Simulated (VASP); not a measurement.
# Ti (P6_3/mmc) in VASP: further runs, part 2 of 2

VASP 6.6.1.

### 5 Single point, PBE

This run uses another cell than the first one, of 17.64 Å³/atom, 1.019 times its volume.

INCAR reads:

```
SYSTEM = Ti
  PREC = Accurate
  ENCUT = 520
  EDIFF = 1E-7
  ISMEAR = 0
  SIGMA = 0.012
  LREAL = .FALSE.
  LASPH = .TRUE.
  NELM = 80
  ALGO = Normal
  ISIF = 2
  LWAVE = .FALSE.
  LCHARG = .FALSE.
  GGA = PE
  NBANDS = 19
```

KPOINTS reads:

```
regular mesh
0
G
  10 10 6
  0 0 0
```

POSCAR reads:

```
Ti
1.0
    2.9500000000      0.0000000000      0.0000000000
   -1.4750000000      2.5547749412      0.0000000000
    0.0000000000      0.0000000000      4.6800000000
Ti
2
Direct
    0.6666666667      0.3333333333      0.7500000000
    0.3333333333      0.6666666667      0.2500000000
```

Potentials or basis: VASP PAW PBE potentials, release 64 (Ti_sv).

Command:

```bash
cat potpaw_PBE.64/Ti_sv/POTCAR > POTCAR
mpirun -np 1 vasp_std > vasp.out
```

OUTCAR:

```text
SYSTEM = Ti
   PREC = Accurate
   ENCUT = 520
   EDIFF = 1E-7
   ISMEAR = 0
   LREAL = .FALSE.
   LASPH = .TRUE.
   NELM = 80
   ISIF = 2
   GGA = PE

 ion  position               nearest neighbor table
   1  0.667  0.333  0.750-   2 2.89   2 2.89   2 2.89   2 2.89   2 2.89   2 2.89
   2  0.333  0.667  0.250-   1 2.89   1 2.89   1 2.89   1 2.89   1 2.89   1 2.89

  LATTYP: Found a hexagonal cell.
 ALAT       =     2.9500000000
 C/A-ratio  =     1.5864406780

  Lattice vectors:

 A1 = (   2.9500000000,   0.0000000000,   0.0000000000)
 A2 = (  -1.4750000000,   2.5547749412,   0.0000000000)
 A3 = (   0.0000000000,   0.0000000000,   4.6800000000)

Analysis of symmetry for initial positions (statically):
=====================================================================
 Subroutine PRICEL returns:
 Original cell was already a primitive cell.

 Routine SETGRP: Setting up the symmetry group for a
 hexagonal supercell.

 Subroutine GETGRP returns: Found 24 space group operations
 (whereof 12 operations were pure point group operations)
 out of a pool of 24 trial point group operations.

[... 156 lines left out ...]

 Free energy of the ion-electron system (eV)
  ---------------------------------------------------
  ext. energy  EPLUGINS =         0.00000000
  ---------------------------------------------------
  free energy    TOTEN  =       -15.66510975 eV

  energy without entropy =      -15.66478081  energy(sigma->0) =      -15.66494528

 E-fermi :   8.1470     XC(G=0): -11.4270

 val. band max:        8.1391799977   @ k =   0.2000   0.0000   0.3333
 cond. band min:       8.1510333699   @ k =   0.1000   0.1000   0.1667
 fundamental gap:      0.0118533722
 Fermi energy:         8.1469677563

 k-point     1 :       0.0000    0.0000    0.0000
  band No.  band energies     occupation
      1     -48.7214      2.00000
      2     -48.5939      2.00000
      3     -25.2898      2.00000
      4     -24.6772      2.00000
      5     -24.6772      2.00000
      6     -24.6189      2.00000
[... 505 lines left out ...]
      6     -24.8183      2.00000
[... 11 lines left out ...]
     18      11.5208      0.00000
     19      12.2254      0.00000

 [... further k-points ...]
[... 5 lines left out ...]
  --------------------------------------------------------------------------------------
  -------------------------------------------------------------------------------------
  Total       -0.3470621     -0.3470621     -0.4130350      0.0000000      0.0000000      0.0000000
  in kB      -15.7651177    -15.7651177    -18.7619042      0.0000000      0.0000000      0.0000000
  external PRESSURE =     -16.7640466 kB  Pullay stress =       0.0000000 kB

 VOLUME and BASIS-vectors are now :
 -----------------------------------------------------------------------------
  energy-cutoff  :      520.00
  volume of cell :       35.27
      direct lattice vectors                 reciprocal lattice vectors
     2.950000000  0.000000000  0.000000000     0.338983051  0.195711956  0.000000000
    -1.475000000  2.554774941  0.000000000     0.000000000  0.391423911  0.000000000
     0.000000000  0.000000000  4.680000000     0.000000000  0.000000000  0.213675214

 POSITION                                       TOTAL-FORCE (eV/Angst)
 -----------------------------------------------------------------------------------
      1.47500      0.85159      3.51000        -0.000000      0.000000      0.000000
     -0.00000      1.70318      1.17000         0.000000     -0.000000      0.000000
 -----------------------------------------------------------------------------------
    total drift:                               -0.000000      0.000000     -0.000000

  FREE ENERGIE OF THE ION-ELECTRON SYSTEM (eV)
  ---------------------------------------------------
  free  energy   TOTEN  =       -15.6651097516 eV

  energy  without entropy=      -15.6647808117  energy(sigma->0) =      -15.66494528
```

stdout:

```text
POSCAR found type information on POSCAR Ti
 POSCAR found :  1 types and       2 ions
 scaLAPACK will be used
 LDA part: xc-table for (Slater+PW92), standard interpolation
 POSCAR, INCAR and KPOINTS ok, starting setup
 FFT: planning ... GRIDC
 FFT: planning ... GRID_SOFT
 FFT: planning ... GRID
 WAVECAR not read
 entering main loop
```

Wall time 47 s (1 thread of AMD EPYC 7R43 (Zen 3), shared host); peak memory 0.13 GiB.

What came out:

```yaml
Free_energy: -15.6651 eV
Pressure: -1.7 GPa
Band_gap_on_the_k_mesh: zero (band 12 reaches 8.94 eV, above the bottom of band 13 at 7.94 eV)
```

### 6 Single point, PBE

This run uses another cell than the first one, of 17.64 Å³/atom, 1.019 times its volume.

INCAR reads:

```
PREC = Accurate
ENCUT = 520
EDIFF = 1E-6
ISMEAR = 0
SIGMA = 0.014
LREAL = F
LASPH = T
NELM = 60
ALGO = Normal
ISIF = 2
LWAVE = F
LCHARG = F
GGA = PE
NBANDS = 19
```

KPOINTS reads:

```
Automatic mesh
0
Gamma
  10 10 6
```

POSCAR is that of step 5.

Potentials or basis: VASP PAW PBE potentials, release 64 (Ti_sv).

Command:

```bash
cat potpaw_PBE.64/Ti_sv/POTCAR > POTCAR
mpirun -np 1 vasp_std > vasp.out
```

Wall time 42 s (1 thread of AMD EPYC 7R43 (Zen 3), shared host); peak memory 0.13 GiB.

The run converged. Its results:

| Property | Result |
| --- | --- |
| Free energy | -15.6652 eV |
| Pressure | -1.7 GPa |
| Band gap on the k mesh | zero (band 12 reaches 8.94 eV, above the bottom of band 13 at 7.94 eV) |

Stress tensor (GPa, compression positive):
```
-1.56  0.00  0.00
 0.00 -1.56  0.00
 0.00  0.00 -1.85
```

Levels at points of the mesh, in eV from the Fermi level:
| k point | band 8 | band 9 | band 10 | band 11 | band 12 | band 13 | band 14 | band 15 | band 16 | band 17 |
| --- | --- | --- | --- | --- | --- | --- | --- | --- | --- | --- |
| (0.00, 0.00, 0.00) | -32.73 | -6.15 | -2.63 | 0.74 | 0.79 | 0.79 | 0.88 | 1.27 | 1.27 | 1.62 |
| (0.50, 0.00, 0.00) | -32.80 | -2.30 | -2.09 | -1.78 | -0.61 | 0.51 | 0.63 | 1.17 | 3.30 | 3.52 |
| (0.00, 0.00, 0.50) | -32.78 | -4.31 | -4.31 | 0.10 | 0.10 | 0.70 | 0.70 | 0.70 | 0.70 | 2.77 |
| (0.50, 0.00, 0.50) | -32.88 | -2.48 | -2.48 | -0.78 | -0.78 | 1.31 | 1.31 | 1.72 | 1.72 | 3.43 |

### 7 Overview

```csv
level,cell,smearing,gap on the mesh (eV),pressure (GPa)
revPBE+D4,"a = 2.935, b = 2.935, c = 4.643 Å, angles 90.0, 90.0, 120.0°, 2 atoms",fermi-dirac 0.05 eV,none,-0.3
revPBE,"a = 2.960, b = 2.960, c = 4.683 Å, angles 90.0, 90.0, 120.0°, 2 atoms",fermi-dirac 0.05 eV,none,-0.3
BLYP,"a = 2.965, b = 2.965, c = 4.672 Å, angles 90.0, 90.0, 120.0°, 2 atoms",fermi-dirac 0.05 eV,none,0.0
PBE,"a = 2.950, b = 2.950, c = 4.680 Å, angles 90.0, 90.0, 120.0°, 2 atoms",gaussian 0.012 eV,none,-1.7
PBE,"a = 2.950, b = 2.950, c = 4.680 Å, angles 90.0, 90.0, 120.0°, 2 atoms",gaussian 0.014 eV,none,-1.7
```

Alike in all rows: task single point; potentials or basis VASP PAW PBE potentials, release 64 (Ti_sv); no spin polarisation; k mesh 10 × 10 × 6; cutoff (eV) 520.

Caveats: the PAW data sets were made with another functional, which shifts forces and pressure a little (some runs); pairwise dispersion overbinds metals, which lowers pressure and volume (some runs).

Absolute energies hang on the potentials; compare differences alone.
